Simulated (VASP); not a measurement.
# SiNi3 (Pm-3m) in VASP: notebook

SiNi3 is run at these levels: PBE; tasks: single point.

All numbers are computed with VASP 6.6.1; they aren't measurements. Logs are shortened: lines on timing, memory, paths and dates and some standing lists are left out, and cuts for length are marked.

## 1. The cell of the first run

Symmetry: Pm-3m, No. 221, cubic system. Conventional cell: a = 3.506 Å, b = 3.506 Å, c = 3.506 Å, α = 90.00°, β = 90.00°, γ = 90.00°. Within 3.3 Å of Si (site symmetry m-3m) lie 12 Ni at 2.48 Å. Within 3.3 Å of Ni (site symmetry 4/mmm) lie 4 Si at 2.48 Å and 8 Ni at 2.48 Å.

## 2. Single point, PBE

INCAR

```
SYSTEM = SiNi3
PREC     = Accurate       ! precision mode
ENCUT    = 520            ! plane-wave cutoff, eV
EDIFF    = 1E-7           ! SCF threshold, eV
ISMEAR   = 0              ! smearing method
SIGMA    = 0.1            ! smearing width, eV
LREAL    = .False.        ! projectors in reciprocal space
LASPH    = .True.         ! aspherical terms in the spheres
NELM     = 80             ! most SCF steps
ALGO     = Normal         ! electronic algorithm
ISIF     = 2              ! what is computed and relaxed
LWAVE    = .False.        ! write WAVECAR
LCHARG   = .False.        ! write CHGCAR
GGA      = PE             ! functional
NBANDS   = 25             ! bands
```

KPOINTS

```
regular mesh
0
Gamma
  12 12 12
  0 0 0
```

POSCAR

```
SiNi3
1.0
    3.5062675425      0.0000000000      0.0000000000
    0.0000000000      3.5062675425      0.0000000000
    0.0000000000      0.0000000000      3.5062675425
Si Ni
1 3
Direct
    0.0000000000      0.0000000000      0.0000000000
    0.0000000000      0.5000000000      0.5000000000
    0.5000000000      0.0000000000      0.5000000000
    0.5000000000      0.5000000000      0.0000000000
```

Potentials or basis: VASP PAW PBE potentials, release 64 (Si, Ni).

Started as:

```
$ cat potpaw_PBE.64/Si/POTCAR potpaw_PBE.64/Ni/POTCAR > POTCAR
$ mpirun -np 1 vasp_std > vasp.out
```

OUTCAR:

```text
SYSTEM = SiNi3
   PREC = Accurate
   ENCUT = 520
   EDIFF = 1E-7
   ISMEAR = 0
   LREAL = .False.
   LASPH = .True.
   NELM = 80
   ISIF = 2
   GGA = PE

 ion  position               nearest neighbor table
   1  0.000  0.000  0.000-   2 2.48   3 2.48   4 2.48   2 2.48   3 2.48   2 2.48   4 2.48   2 2.48
                             3 2.48   4 2.48   3 2.48   4 2.48
   2  0.000  0.500  0.500-   1 2.48   3 2.48   4 2.48   1 2.48   4 2.48   1 2.48   3 2.48   1 2.48
                             3 2.48   4 2.48   4 2.48   3 2.48
   3  0.500  0.000  0.500-   1 2.48   2 2.48   4 2.48   1 2.48   4 2.48   2 2.48   4 2.48   4 2.48
                             1 2.48   2 2.48   1 2.48   2 2.48
   4  0.500  0.500  0.000-   1 2.48   2 2.48   3 2.48   2 2.48   3 2.48   1 2.48   3 2.48   3 2.48
                             1 2.48   2 2.48   2 2.48   1 2.48

  LATTYP: Found a simple cubic cell.
 ALAT       =     3.5062675425

  Lattice vectors:

 A1 = (   3.5062675425,   0.0000000000,   0.0000000000)
 A2 = (   0.0000000000,   3.5062675425,   0.0000000000)
 A3 = (   0.0000000000,   0.0000000000,   3.5062675425)

Analysis of symmetry for initial positions (statically):
=====================================================================
 Subroutine PRICEL returns:
 Original cell was already a primitive cell.

 Routine SETGRP: Setting up the symmetry group for a
 simple cubic supercell.

 Subroutine GETGRP returns: Found 48 space group operations
 (whereof 48 operations were pure point group operations)
 out of a pool of 48 trial point group operations.

The static configuration has the point symmetry O_h .

Analysis of symmetry for dynamics (positions and initial velocities):
=====================================================================
 Subroutine PRICEL returns:
 Original cell was already a primitive cell.

 Routine SETGRP: Setting up the symmetry group for a
 simple cubic supercell.

 Subroutine GETGRP returns: Found 48 space group operations
 (whereof 48 operations were pure point group operations)
 out of a pool of 48 trial point group operations.

The dynamic configuration has the point symmetry O_h .

 Subroutine INISYM returns: Found 48 space group operations
 (whereof 48 operations are pure point group operations),
 and found     1 'primitive' translations

----------------------------------------------------------------------------------------

                                     Primitive cell

  volume of cell :      43.1057

  direct lattice vectors                    reciprocal lattice vectors
     3.506267542  0.000000000  0.000000000     0.285203564  0.000000000  0.000000000
     0.000000000  3.506267542  0.000000000     0.000000000  0.285203564  0.000000000
     0.000000000  0.000000000  3.506267542     0.000000000  0.000000000  0.285203564

  length of vectors
     3.506267542  3.506267542  3.506267542     0.285203564  0.285203564  0.285203564

  position of ions in fractional coordinates (direct lattice)
     0.000000000  0.000000000  0.000000000
     0.000000000  0.500000000  0.500000000
     0.500000000  0.000000000  0.500000000
     0.500000000  0.500000000  0.000000000

  ion indices of the primitive-cell ions
   primitive index   ion index
                 1           1
                 2           2
                 3           3
                 4           4

----------------------------------------------------------------------------------------

 KPOINTS: regular mesh

Automatic generation of k-mesh.
 Grid dimensions read from file:
 generate k-points for:   12   12   12

 Generating k-lattice:

  Cartesian coordinates                     Fractional coordinates (reciprocal lattice)
     0.023766964  0.000000000  0.000000000     0.083333333  0.000000000  0.000000000
     0.000000000  0.023766964  0.000000000     0.000000000  0.083333333  0.000000000
     0.000000000  0.000000000  0.023766964     0.000000000  0.000000000  0.083333333

  Length of vectors
     0.023766964  0.023766964  0.023766964

  Shift w.r.t. Gamma in fractional coordinates (k-lattice)
     0.000000000  0.000000000  0.000000000

 Subroutine IBZKPT returns following result:
 ===========================================

 Found     84 irreducible k-points:

 Following reciprocal coordinates:
            Coordinates               Weight
  0.000000  0.000000  0.000000      1.000000
  0.083333  0.000000  0.000000      6.000000
  0.166667  0.000000  0.000000      6.000000
  0.250000  0.000000  0.000000      6.000000
  0.333333  0.000000  0.000000      6.000000
  0.416667  0.000000  0.000000      6.000000
[... 16 lines left out ...]
  0.333333  0.333333  0.000000     12.000000
  0.416667  0.333333  0.000000     24.000000
 [... further k-points ...]
   k-points           NKPTS =     84   k-points in BZ     NKDIM =     84   number of bands    NBANDS=     25
   number of dos      NEDOS =    301   number of ions     NIONS =      4
   total plane-waves  NPLWV =  21952
   dimension x,y,z NGX =    28 NGY =   28 NGZ =   28
   dimension x,y,z NGXF=    56 NGYF=   56 NGZF=   56
   ions per type =               1   3
   NGX,Y,Z   is equivalent  to a cutoff of  13.28, 13.28, 13.28 a.u.
   NGXF,Y,Z  is equivalent  to a cutoff of  26.55, 26.55, 26.55 a.u.
 SYSTEM =  SiNi3
   PREC   = accura    normal or accurate (medium, high low for compatibility)
   ISTART =      0    job   : 0-new  1-cont  2-samecut
   ICHARG =      2    charge: 1-file 2-atom 10-const
   ISPIN  =      1    spin polarized calculation?
   LNONCOLLINEAR =      F non collinear calculations
   LSORBIT =      F    spin-orbit coupling
   LASPH  =      T    aspherical Exc in radial PAW
   ENCUT  =  520.0 eV  38.22 Ry    6.18 a.u.   6.52  6.52  6.52*2*pi/ulx,y,z
   NELM   =     80;   NELMIN=  2; NELMDL= -5     # of ELM steps
   EDIFF  = 0.1E-06   stopping-criterion for ELM
   LREAL  =      F    real-space projection
   EDIFFG = 0.1E-05   stopping-criterion for IOM
   NSW    =      0    number of steps for IOM
   IBRION =     -1    ionic relax: 0-MD 1-quasi-New 2-CG
   NFREE  =      0    steps in history (QN), initial steepest desc. (CG)
   ISIF   =      2    stress and relaxation
   ISYM   =      2    0-nonsym 1-usesym 2-fastsym
   POTIM  = 0.5000    time-step for ionic-motion
   TEBEG  =    0.0;   TEEND  =   0.0 temperature during run
   PSTRESS=    0.0 pullay stress
   NELECT =      34.0000    total number of electrons
   NUPDOWN=      -1.0000    fix difference up-down
   EMIN   =  10.00;   EMAX   =-10.00  energy-range for DOS
   EFERMI =   0.00;   METHOD = LEGACY
   ISMEAR =     0;   SIGMA  =   0.10  broadening in eV -4-tet -1-fermi 0-gaus
   EFERMI_NEDOS =   21; number of points for ismear=-14 and -15
   IALGO  =     38    algorithm
   IMIX   =      4    mixing-type and parameters
     AMIX     =   0.40;   BMIX     =  1.00
     AMIX_MAG =   1.60;   BMIX_MAG =  1.00
  volume/ion in A,a.u.               =      10.78        72.72
  Fermi-wavevector in a.u.,A,eV,Ry     =   1.512595  2.858391 31.129376  2.287945
  Thomas-Fermi vector in A             =   2.622499
   LORBIT       =      0    0 simple, 1 ext, 2 COOP (PROOUT), +10 PAW based schemes
   GGA     = PE    functional components
   LHFCALC =     F    Hartree Fock is set to
   AEXX    =    0.0000 exact exchange contribution
   IVDW    =     0    specifies the selected vdW correction
   LEPSILON=     F    determine dielectric tensor
   LRPA    =     F    only Hartree local field effects (RPA)
 non-spin polarized calculation
 Gauss-broadening in eV      SIGMA  =   0.10
  energy-cutoff  :      520.00
  volume of cell :       43.11
 maximum number of plane-waves:      1189
 NGX is ok and might be reduce to    28
   NGX = 13   NGY = 13   NGZ = 13

 number of electron      33.9999979 magnetization

 Free energy of the ion-electron system (eV)
  ---------------------------------------------------
  ext. energy  EPLUGINS =         0.00000000
  ---------------------------------------------------
  free energy    TOTEN  =       -23.68596519 eV

  energy without entropy =      -23.67561498  energy(sigma->0) =      -23.68079009

 E-fermi :  10.6538     XC(G=0): -13.0972

 val. band max:       10.6445400858   @ k =   0.0833   0.0833   0.0000
 cond. band min:      10.6750823478   @ k =   0.4167   0.4167   0.3333
 fundamental gap:      0.0305422619
 Fermi energy:        10.6538444026

 k-point     1 :       0.0000    0.0000    0.0000
  band No.  band energies     occupation
      1      -1.2720      2.00000
      2       5.7858      2.00000
      3       6.6057      2.00000
      4       6.6057      2.00000
      5       7.1244      2.00000
      6       7.1244      2.00000
[... 17 lines left out ...]
     24      21.2203      0.00000
     25      21.2203      0.00000

 k-point     2 :       0.0833    0.0000    0.0000
  band No.  band energies     occupation
      1      -1.1907      2.00000
      2       5.8031      2.00000
      3       6.4887      2.00000
      4       6.6634      2.00000
      5       7.1172      2.00000
      6       7.1172      2.00000
[... 17 lines left out ...]
     24      20.9539      0.00000
     25      21.0136      0.00000

 k-point     3 :       0.1667    0.0000    0.0000
  band No.  band energies     occupation
      1      -0.9500      2.00000
      2       5.6928      2.00000
      3       6.2606      2.00000
      4       6.8300      2.00000
      5       7.0915      2.00000
      6       7.0915      2.00000
[... 17 lines left out ...]
     24      20.0781      0.00000
     25      20.6199      0.00000

 k-point     4 :       0.2500    0.0000    0.0000
  band No.  band energies     occupation
      1      -0.5616      2.00000
      2       5.0469      2.00000
      3       6.3291      2.00000
      4       7.0419      2.00000
      5       7.0419      2.00000
      6       7.0848      2.00000
[... 17 lines left out ...]
     24      18.8761      0.00000
     25      20.8724      0.00000
[... 477 lines left out ...]
 k-point    22 :       0.5000    0.2500    0.0000
  band No.  band energies     occupation
      1       1.3304      2.00000
      2       3.5747      2.00000
      3       5.8987      2.00000
      4       6.7838      2.00000
      5       7.0648      2.00000
      6       7.7054      2.00000
[... 17 lines left out ...]
     24      20.3580      0.00000
     25      20.8325      0.00000

 k-point    23 :       0.3333    0.3333    0.0000
  band No.  band energies     occupation
      1       1.0292      2.00000
      2       4.8827      2.00000
      3       5.0250      2.00000
      4       6.7800      2.00000
      5       7.0579      2.00000
      6       7.6019      2.00000
[... 17 lines left out ...]
     24      20.4952      0.00000
     25      21.0581      0.00000

 k-point    24 :       0.4167    0.3333    0.0000
  band No.  band energies     occupation
      1       1.4824      2.00000
      2       4.2901      2.00000
      3       5.2093      2.00000
      4       6.7411      2.00000
      5       7.1314      2.00000
      6       7.7598      2.00000
[... 17 lines left out ...]
     24      20.4767      0.00000
     25      21.3793      0.00000

 [... further k-points ...]
[... 5 lines left out ...]
  --------------------------------------------------------------------------------------
  -------------------------------------------------------------------------------------
  Total        0.0064670      0.0064670      0.0064670      0.0000000      0.0000000      0.0000000
  in kB        0.2403697      0.2403697      0.2403697      0.0000000      0.0000000      0.0000000
  external PRESSURE =       0.2403697 kB  Pullay stress =       0.0000000 kB

 VOLUME and BASIS-vectors are now :
 -----------------------------------------------------------------------------
  energy-cutoff  :      520.00
  volume of cell :       43.11
      direct lattice vectors                 reciprocal lattice vectors
     3.506267542  0.000000000  0.000000000     0.285203564  0.000000000  0.000000000
     0.000000000  3.506267542  0.000000000     0.000000000  0.285203564  0.000000000
     0.000000000  0.000000000  3.506267542     0.000000000  0.000000000  0.285203564

 POSITION                                       TOTAL-FORCE (eV/Angst)
 -----------------------------------------------------------------------------------
      0.00000      0.00000      0.00000         0.000000      0.000000      0.000000
      0.00000      1.75313      1.75313         0.000000      0.000000      0.000000
      1.75313      0.00000      1.75313         0.000000      0.000000      0.000000
      1.75313      1.75313      0.00000         0.000000      0.000000      0.000000
 -----------------------------------------------------------------------------------
    total drift:                                0.000000      0.000000      0.000000

  FREE ENERGIE OF THE ION-ELECTRON SYSTEM (eV)
  ---------------------------------------------------
  free  energy   TOTEN  =       -23.6859651941 eV

  energy  without entropy=      -23.6756149801  energy(sigma->0) =      -23.68079009
```

It took 44 s on 1 thread of AMD EPYC 9R45 (Zen 5), shared host; peak memory 0.18 GiB.

Results:

```
Free energy            : -23.6860 eV
Pressure               : 0.0 GPa
Band gap on the k mesh : zero (band 17 reaches 10.69 eV, above the bottom of band 18 at 10.45 eV)
```

Levels at points of the mesh, in eV from the Fermi level:
| k point | band 13 | band 14 | band 15 | band 16 | band 17 | band 18 | band 19 | band 20 | band 21 | band 22 |
| --- | --- | --- | --- | --- | --- | --- | --- | --- | --- | --- |
| (0.00, 0.00, 0.00) | -0.89 | -0.62 | -0.62 | -0.30 | 0.03 | 0.03 | 0.03 | 4.82 | 6.33 | 6.33 |
| (0.50, 0.00, 0.00) | -1.31 | -1.29 | -1.14 | -0.56 | 0.03 | 3.60 | 3.60 | 5.20 | 5.27 | 5.27 |
| (0.50, 0.50, 0.00) | -1.43 | -1.42 | -1.11 | -1.01 | -0.94 | 0.65 | 0.65 | 5.58 | 6.33 | 7.67 |
| (0.50, 0.50, 0.50) | -1.44 | -1.24 | -1.24 | -0.39 | -0.21 | -0.21 | -0.21 | 1.20 | 4.02 | 4.02 |

Spin polarisation is off, so any magnetic state and its effect on volume and gap are missing.

(Part 1 of 2 ends here.)
